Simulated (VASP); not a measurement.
# NbC (Fm-3m) in VASP: a series of runs

NbC is run at these levels: PBE, revPBE, RPBE, PBE+U; tasks: single point.

Program: VASP 6.6.1. These are calculated values, not measurements. Logs are shortened: lines on timing, memory, paths and dates and some standing lists are left out, and cuts for length are marked.

### Step 1. The cell of the first run

Symmetry: Fm-3m, No. 225, cubic system. The conventional cell has a = 4.508 Å, b = 4.508 Å, c = 4.508 Å, α = 90.00°, β = 90.00°, γ = 90.00°. Within 3.0 Å of Nb (site symmetry m-3m) lie 6 C at 2.25 Å. Within 3.0 Å of C (site symmetry m-3m) lie 6 Nb at 2.25 Å.

### Step 2. Single point, PBE

Input file INCAR:

```
SYSTEM = NbC
ALGO = Normal ; EDIFF = 1E-6
ENCUT = 600 ; GGA = PE
GGA_COMPAT = .FALSE. ; ISIF = 2
ISMEAR = 0 ; LASPH = .TRUE.
LCHARG = .TRUE. ; LELF = .TRUE.
LREAL = .FALSE. ; LVHAR = .TRUE.
LWAVE = .FALSE. ; NBANDS = 16
NELM = 120 ; PREC = Accurate
SIGMA = 0.1
```

Input file KPOINTS:

```
k-points
0
G
  4 4 4
  0 0 0
```

Input file POSCAR:

```
NbC
1.0
    0.0000000000      2.2540454612      2.2540454612
    2.2540454612      0.0000000000      2.2540454612
    2.2540454612      2.2540454612      0.0000000000
Nb C
1 1
Direct
    0.0000000000      0.0000000000      0.0000000000
    0.5000000000      0.5000000000      0.5000000000
```

Potentials or basis: VASP PAW PBE potentials, release 64 (Nb_sv, C).

Run with:

```
$ cat potpaw_PBE.64/Nb_sv/POTCAR potpaw_PBE.64/C/POTCAR > POTCAR
$ mpirun -np 1 vasp_std > vasp.out
```

OUTCAR:

```text
SYSTEM = NbC
   EDIFF = 1E-6
   ENCUT = 600
   GGA = PE
   ISIF = 2
   ISMEAR = 0
   LASPH = .TRUE.
   LREAL = .FALSE.
   NELM = 120
   PREC = Accurate

 ion  position               nearest neighbor table
   1  0.000  0.000  0.000-   2 2.25   2 2.25   2 2.25   2 2.25   2 2.25   2 2.25
   2  0.500  0.500  0.500-   1 2.25   1 2.25   1 2.25   1 2.25   1 2.25   1 2.25

  LATTYP: Found a face centered cubic cell.
 ALAT       =     4.5080909224

  Lattice vectors:

 A1 = (   0.0000000000,   2.2540454612,   2.2540454612)
 A2 = (   2.2540454612,   0.0000000000,   2.2540454612)
 A3 = (   2.2540454612,   2.2540454612,   0.0000000000)

Analysis of symmetry for initial positions (statically):
=====================================================================
 Subroutine PRICEL returns:
 Original cell was already a primitive cell.

 Routine SETGRP: Setting up the symmetry group for a
 face centered cubic supercell.

 Subroutine GETGRP returns: Found 48 space group operations
 (whereof 48 operations were pure point group operations)
 out of a pool of 48 trial point group operations.

The static configuration has the point symmetry O_h .

Analysis of symmetry for dynamics (positions and initial velocities):
=====================================================================
 Subroutine PRICEL returns:
 Original cell was already a primitive cell.

 Routine SETGRP: Setting up the symmetry group for a
 face centered cubic supercell.

 Subroutine GETGRP returns: Found 48 space group operations
 (whereof 48 operations were pure point group operations)
 out of a pool of 48 trial point group operations.

The dynamic configuration has the point symmetry O_h .

 Subroutine INISYM returns: Found 48 space group operations
 (whereof 48 operations are pure point group operations),
 and found     1 'primitive' translations

----------------------------------------------------------------------------------------

                                     Primitive cell

  volume of cell :      22.9044

  direct lattice vectors                    reciprocal lattice vectors
     0.000000000  2.254045461  2.254045461    -0.221823388  0.221823388  0.221823388
     2.254045461  0.000000000  2.254045461     0.221823388 -0.221823388  0.221823388
     2.254045461  2.254045461  0.000000000     0.221823388  0.221823388 -0.221823388

  length of vectors
     3.187701661  3.187701661  3.187701661     0.384209378  0.384209378  0.384209378

  position of ions in fractional coordinates (direct lattice)
     0.000000000  0.000000000  0.000000000
     0.500000000  0.500000000  0.500000000

  ion indices of the primitive-cell ions
   primitive index   ion index
                 1           1
                 2           2

----------------------------------------------------------------------------------------

 KPOINTS: k-points

Automatic generation of k-mesh.
 Grid dimensions read from file:
 generate k-points for:    4    4    4

 Generating k-lattice:

  Cartesian coordinates                     Fractional coordinates (reciprocal lattice)
    -0.055455847  0.055455847  0.055455847     0.250000000  0.000000000  0.000000000
     0.055455847 -0.055455847  0.055455847     0.000000000  0.250000000  0.000000000
     0.055455847  0.055455847 -0.055455847     0.000000000  0.000000000  0.250000000

  Length of vectors
     0.096052344  0.096052344  0.096052344

  Shift w.r.t. Gamma in fractional coordinates (k-lattice)
     0.000000000  0.000000000  0.000000000

 Subroutine IBZKPT returns following result:
 ===========================================

 Found      8 irreducible k-points:

 Following reciprocal coordinates:
            Coordinates               Weight
  0.000000  0.000000  0.000000      1.000000
  0.250000  0.000000  0.000000      8.000000
  0.500000  0.000000  0.000000      4.000000
  0.250000  0.250000  0.000000      6.000000
  0.500000  0.250000  0.000000     24.000000
 -0.250000  0.250000  0.000000     12.000000
  0.500000  0.500000  0.000000      3.000000
 -0.250000  0.500000  0.250000      6.000000
   k-points           NKPTS =      8   k-points in BZ     NKDIM =      8   number of bands    NBANDS=     16
   number of dos      NEDOS =    301   number of ions     NIONS =      2
   total plane-waves  NPLWV =  21952
   dimension x,y,z NGX =    28 NGY =   28 NGZ =   28
   dimension x,y,z NGXF=    56 NGYF=   56 NGZF=   56
   ions per type =               1   1
   NGX,Y,Z   is equivalent  to a cutoff of  14.60, 14.60, 14.60 a.u.
   NGXF,Y,Z  is equivalent  to a cutoff of  29.21, 29.21, 29.21 a.u.
 SYSTEM =  NbC
   PREC   = accura    normal or accurate (medium, high low for compatibility)
   ISTART =      0    job   : 0-new  1-cont  2-samecut
   ICHARG =      2    charge: 1-file 2-atom 10-const
   ISPIN  =      1    spin polarized calculation?
   LNONCOLLINEAR =      F non collinear calculations
   LSORBIT =      F    spin-orbit coupling
   LASPH  =      T    aspherical Exc in radial PAW
   ENCUT  =  600.0 eV  44.10 Ry    6.64 a.u.   6.37  6.37  6.37*2*pi/ulx,y,z
   NELM   =    120;   NELMIN=  2; NELMDL= -5     # of ELM steps
   EDIFF  = 0.1E-05   stopping-criterion for ELM
   LREAL  =      F    real-space projection
   EDIFFG = 0.1E-04   stopping-criterion for IOM
   NSW    =      0    number of steps for IOM
   IBRION =     -1    ionic relax: 0-MD 1-quasi-New 2-CG
   NFREE  =      0    steps in history (QN), initial steepest desc. (CG)
   ISIF   =      2    stress and relaxation
   ISYM   =      2    0-nonsym 1-usesym 2-fastsym
   POTIM  = 0.5000    time-step for ionic-motion
   TEBEG  =    0.0;   TEEND  =   0.0 temperature during run
   PSTRESS=    0.0 pullay stress
   NELECT =      17.0000    total number of electrons
   NUPDOWN=      -1.0000    fix difference up-down
   EMIN   =  10.00;   EMAX   =-10.00  energy-range for DOS
   EFERMI =   0.00;   METHOD = LEGACY
   ISMEAR =     0;   SIGMA  =   0.10  broadening in eV -4-tet -1-fermi 0-gaus
   EFERMI_NEDOS =   21; number of points for ismear=-14 and -15
   IALGO  =     38    algorithm
   IMIX   =      4    mixing-type and parameters
     AMIX     =   0.40;   BMIX     =  1.00
     AMIX_MAG =   1.60;   BMIX_MAG =  1.00
  volume/ion in A,a.u.               =      11.45        77.28
  Fermi-wavevector in a.u.,A,eV,Ry     =   1.482240  2.801027 29.892473  2.197035
  Thomas-Fermi vector in A             =   2.596050
   LORBIT       =      0    0 simple, 1 ext, 2 COOP (PROOUT), +10 PAW based schemes
   GGA     = PE    functional components
   LHFCALC =     F    Hartree Fock is set to
   AEXX    =    0.0000 exact exchange contribution
   IVDW    =     0    specifies the selected vdW correction
   LEPSILON=     F    determine dielectric tensor
   LRPA    =     F    only Hartree local field effects (RPA)
 non-spin polarized calculation
 Gauss-broadening in eV      SIGMA  =   0.10
  energy-cutoff  :      600.00
  volume of cell :       22.90
 maximum number of plane-waves:       778
 NGX is ok and might be reduce to    28
   NGX = 13   NGY = 13   NGZ = 13

 number of electron      17.0000000 magnetization

 Free energy of the ion-electron system (eV)
  ---------------------------------------------------
  ext. energy  EPLUGINS =         0.00000000
  ---------------------------------------------------
  free energy    TOTEN  =       -20.37964706 eV

  energy without entropy =      -20.37039341  energy(sigma->0) =      -20.37502024

 E-fermi :  11.9970     XC(G=0): -12.9539

 val. band max:       11.8932982155   @ k =   0.5000   0.2500   0.0000
 cond. band min:      12.0478977278   @ k =   0.0000   0.0000   0.0000
 fundamental gap:      0.1545995123
 Fermi energy:        11.9970416197

 k-point     1 :       0.0000    0.0000    0.0000
  band No.  band energies     occupation
      1     -43.6840      2.00000
      2     -19.4017      2.00000
      3     -19.4017      2.00000
      4     -19.4017      2.00000
      5      -1.0853      2.00000
      6      10.9020      2.00000
[... 8 lines left out ...]
     15      22.1788      0.00000
     16      33.9408      0.00000

 k-point     2 :       0.2500    0.0000    0.0000
  band No.  band energies     occupation
      1     -43.6371      2.00000
      2     -19.7933      2.00000
      3     -19.4398      2.00000
      4     -19.4398      2.00000
      5       0.2881      2.00000
      6       7.6340      2.00000
[... 8 lines left out ...]
     15      24.5755      0.00000
     16      29.0503      0.00000

 k-point     3 :       0.5000    0.0000    0.0000
  band No.  band energies     occupation
      1     -43.5896      2.00000
      2     -20.1621      2.00000
      3     -19.4774      2.00000
      4     -19.4774      2.00000
      5       2.4538      2.00000
      6       4.8032      2.00000
[... 8 lines left out ...]
     15      24.5542      0.00000
     16      24.5542      0.00000

 k-point     4 :       0.2500    0.2500    0.0000
  band No.  band energies     occupation
      1     -43.6215      2.00000
      2     -19.7558      2.00000
      3     -19.5325      2.00000
      4     -19.5325      2.00000
      5       0.2908      2.00000
      6       6.9913      2.00000
[... 8 lines left out ...]
     15      26.0164      0.00000
     16      28.0132      0.00000

 k-point     5 :       0.5000    0.2500    0.0000
  band No.  band energies     occupation
      1     -43.5741      2.00000
      2     -20.0137      2.00000
      3     -19.6801      2.00000
      4     -19.5705      2.00000
      5       1.2044      2.00000
      6       6.5435      2.00000
[... 8 lines left out ...]
     15      24.4519      0.00000
     16      26.4038      0.00000

 k-point     6 :      -0.2500    0.2500    0.0000
  band No.  band energies     occupation
      1     -43.5899      2.00000
      2     -19.9430      2.00000
      3     -19.7019      2.00000
      4     -19.4785      2.00000
      5       1.4771      2.00000
      6       6.0464      2.00000
[... 8 lines left out ...]
     15      24.4082      0.00000
     16      26.3130      0.00000

 k-point     7 :       0.5000    0.5000    0.0000
  band No.  band energies     occupation
      1     -43.5585      2.00000
      2     -20.0683      2.00000
      3     -19.6619      2.00000
      4     -19.6619      2.00000
      5       0.2881      2.00000
      6       8.1404      2.00000
[... 8 lines left out ...]
     15      24.1624      0.00000
     16      29.5524      0.00000

 k-point     8 :      -0.2500    0.5000    0.2500
  band No.  band energies     occupation
      1     -43.5584      2.00000
      2     -19.8679      2.00000
      3     -19.8679      2.00000
      4     -19.6760      2.00000
      5       1.0555      2.00000
      6       7.6850      2.00000
[... 8 lines left out ...]
     15      24.9456      0.00000
     16      25.3680      0.00000

------------------------ aborting loop because EDIFF is reached ----------------------------------------

  FORCE on cell =-STRESS in cart. coord.  units (eV):
  Direction    XX          YY          ZZ          XY          YZ          ZX
  --------------------------------------------------------------------------------------
  -------------------------------------------------------------------------------------
  Total       -0.5088322     -0.5088322     -0.5088322     -0.0000000     -0.0000000     -0.0000000
  in kB      -35.5932127    -35.5932127    -35.5932127     -0.0000000     -0.0000000     -0.0000000
  external PRESSURE =     -35.5932127 kB  Pullay stress =       0.0000000 kB

 VOLUME and BASIS-vectors are now :
 -----------------------------------------------------------------------------
  energy-cutoff  :      600.00
  volume of cell :       22.90
      direct lattice vectors                 reciprocal lattice vectors
     0.000000000  2.254045461  2.254045461    -0.221823388  0.221823388  0.221823388
     2.254045461  0.000000000  2.254045461     0.221823388 -0.221823388  0.221823388
     2.254045461  2.254045461  0.000000000     0.221823388  0.221823388 -0.221823388

 POSITION                                       TOTAL-FORCE (eV/Angst)
 -----------------------------------------------------------------------------------
      0.00000      0.00000      0.00000         0.000000      0.000000      0.000000
      2.25405      2.25405      2.25405        -0.000000     -0.000000     -0.000000
 -----------------------------------------------------------------------------------
    total drift:                               -0.000000      0.000000      0.000000

  FREE ENERGIE OF THE ION-ELECTRON SYSTEM (eV)
  ---------------------------------------------------
  free  energy   TOTEN  =       -20.3796470646 eV

  energy  without entropy=      -20.3703934098  energy(sigma->0) =      -20.37502024
```

Run time: 10 s. Hardware: 1 thread of Intel Xeon Platinum 8375C at 2.90GHz (Ice Lake), shared host; peak memory 0.15 GiB.

Results:

```
Free energy : -20.3796 eV
Pressure    : -3.6 GPa
```

Caveat: the k points lie up to 0.60 Å⁻¹ apart.

### Step 3. Single point, revPBE

This run uses another cell than the first one, of 12.83 Å³/atom, 1.120 times its volume.

Input file INCAR:

```
PREC     = Accurate       # precision mode
ENCUT    = 600            # plane-wave cutoff, eV
EDIFF    = 1E-6           # SCF threshold, eV
ISMEAR   = 0              # smearing method
SIGMA    = 0.1            # smearing width, eV
LREAL    = F              # projectors in reciprocal space
LASPH    = T              # aspherical terms in the spheres
NELM     = 120            # most SCF steps
ALGO     = Normal         # electronic algorithm
ISIF     = 2              # what is computed and relaxed
LWAVE    = F              # write WAVECAR
LCHARG   = T              # write CHGCAR
GGA      = RE             # functional
LELF     = T              # ELF
LVHAR    = T            
NBANDS   = 16             # bands
GGA_COMPAT= F
```

Input file KPOINTS:

```
Automatic mesh
0
Gamma
  4 4 4
```

Input file POSCAR:

```
NbC
1.0
    0.0000000000      2.3408235525      2.3408235525
    2.3408235525      0.0000000000      2.3408235525
    2.3408235525      2.3408235525      0.0000000000
Nb C
1 1
Direct
    0.0000000000      0.0000000000      0.0000000000
    0.5000000000      0.5000000000      0.5000000000
```

Potentials or basis: VASP PAW PBE potentials, release 64 (Nb_sv, C).

Run with:

```
$ cat potpaw_PBE.64/Nb_sv/POTCAR potpaw_PBE.64/C/POTCAR > POTCAR
$ mpirun -np 1 vasp_std > vasp.out
```

Run time: 12 s. Hardware: 1 thread of Intel Xeon Platinum 8375C at 2.90GHz (Ice Lake), shared host; peak memory 0.15 GiB.

The run converged. Its results:

```
Free energy : -19.3164 eV
Pressure    : -26.2 GPa
```

Levels at points of the mesh, in eV from the Fermi level:
```csv
k point,band 4,band 5,band 6,band 7,band 8,band 9,band 10,band 11,band 12,band 13
"(0.00, 0.00, 0.00)",-31.70,-12.54,-0.95,-0.95,-0.95,0.09,0.09,0.09,0.37,0.37
"(0.50, 0.00, 0.00)",-31.76,-9.59,-6.56,-4.26,-4.26,1.81,1.81,3.02,5.55,7.65
"(0.50, 0.50, 0.00)",-31.88,-11.14,-3.59,-3.32,-1.06,-1.06,1.67,2.67,2.67,5.09
```

Caveat: the k points lie up to 0.58 Å⁻¹ apart; the PAW data sets were made with another functional, which shifts forces and pressure a little.

### Step 4. Single point, RPBE

Input file INCAR:

```
SYSTEM = NbC
PREC = Accurate ; ENCUT = 600
EDIFF = 1E-6 ; ISMEAR = 0
SIGMA = 0.1 ; LREAL = .False.
LASPH = .True. ; NELM = 120
ALGO = Normal ; ISIF = 2
LWAVE = .False. ; LCHARG = .True.
GGA = RP ; LELF = .True.
LVHAR = .True. ; NBANDS = 16
GGA_COMPAT = .False.
```

Input file KPOINTS:

```
regular mesh
0
Gamma
  4 4 4
  0 0 0
```

Input file POSCAR:

```
NbC
1.0
    0.0000000000      2.2540454612      2.2540454612
    2.2540454612      0.0000000000      2.2540454612
    2.2540454612      2.2540454612      0.0000000000
Nb C
1 1
Direct
    0.6480000000      0.6230000000      0.5110000000
    1.1480000000      1.1230000000      1.0110000000
```

Run with:

```
$ cat potpaw_PBE.64/Nb_sv/POTCAR potpaw_PBE.64/C/POTCAR > POTCAR
$ mpirun -np 1 vasp_std > vasp.out
```

Wall time 11 s (1 thread of Intel Xeon Platinum 8375C at 2.90GHz (Ice Lake), shared host); peak memory 0.15 GiB.

It converged, with:

```
Free energy : -19.3846 eV
Pressure    : 0.0 GPa
```

Levels at points of the mesh, in eV from the Fermi level:
| k point | band 6 | band 7 | band 8 | band 9 | band 10 | band 11 |
| --- | --- | --- | --- | --- | --- | --- |
| (0.00, 0.00, 0.00) | -1.09 | -1.09 | -1.09 | 0.05 | 0.05 | 0.05 |
| (0.50, 0.00, 0.00) | -7.20 | -4.78 | -4.78 | 2.20 | 2.20 | 3.62 |
| (0.50, 0.50, 0.00) | -3.85 | -3.64 | -1.07 | -1.07 | 2.05 | 3.24 |

Caveat: the k points lie up to 0.60 Å⁻¹ apart; the PAW data sets were made with another functional, which shifts forces and pressure a little.

### Step 5. Single point, PBE+U

Input file INCAR:

```
PREC = Accurate
ENCUT = 600
EDIFF = 1E-6
ISMEAR = 0
SIGMA = 0.1
LREAL = F
LASPH = T
NELM = 200
ALGO = Normal
ISIF = 2
LWAVE = F
LCHARG = F
LMAXMIX = 4
LDAU = T
LDAUTYPE = 1
LDAUL = 2 -1
LDAUU = 5.6 0
LDAUJ = 0.33 0
LDAUPRINT = 1
GGA = PE
NBANDS = 16
NELECT = 15.0
ISYM = 0
GGA_COMPAT = F
```

Input file KPOINTS:

```
Automatic mesh
0
Gamma
  2 2 2
  0.5 0.5 0
```

Input file POSCAR:

```
NbC
1.0
    0.0000000000      2.2540454612      2.2540454612
    2.2540454612      0.0000000000      2.2540454612
    2.2540454612      2.2540454612      0.0000000000
Nb C
1 1
Direct
    0.0000000000      0.0000000000      0.0000000000
    0.5000000000      0.5000000000      0.5000000000
```

Run with:

```
$ cat potpaw_PBE.64/Nb_sv/POTCAR potpaw_PBE.64/C/POTCAR > POTCAR
$ mpirun -np 1 vasp_std > vasp.out
```

It took 13 s on 1 thread of Intel Xeon Platinum 8375C at 2.90GHz (Ice Lake), shared host; peak memory 0.15 GiB.

It converged, with:

```
Free energy : -39.0095 eV
```

Levels at points of the mesh, in eV from the Fermi level:
```csv
k point,band 4,band 5,band 6,band 7,band 8,band 9,band 10,band 11,band 12,band 13
"(0.25, 0.25, 0.00)",-30.17,-8.68,-1.78,1.37,1.39,1.39,4.57,6.44,6.44,8.68
```

Eigenvalues of the final occupation matrices:
```csv
site,spin,trace,eigenvalues
site 1 d,1,0.61,0.07 0.07 0.07 0.19 0.19
site 1 d,2,0.61,0.07 0.07 0.07 0.19 0.19
```

Caveat: the k points lie up to 1.21 Å⁻¹ apart; the cell carries a net charge on a neutralising background, which shifts energy and pressure; the cell is charged against a uniform background, so pressure and absolute levels hang on convention; U without spin polarisation on a metal has little footing; the U is typed as a test and isn't derived for this compound.

### Step 6. Overview

| level | cell | gap on the mesh (eV) | pressure (GPa) |
| --- | --- | --- | --- |
| PBE | a = 3.188 Å, angles 60.0°, 2 atoms | none | -3.6 |
| revPBE | a = 3.310 Å, angles 60.0°, 2 atoms | none | -26.2 |
| RPBE | a = 3.188 Å, angles 60.0°, 2 atoms | none | 0.0 |

Alike in all rows: task single point; potentials or basis VASP PAW PBE potentials, release 64 (Nb_sv, C); no spin polarisation; k mesh 4 × 4 × 4; cutoff (eV) 600; smearing gaussian 0.1 eV.

Caveats: all runs use coarse meshes; the PAW data sets were made with another functional, which shifts forces and pressure a little (some runs).

Absolute energies hang on the potentials; compare differences alone.
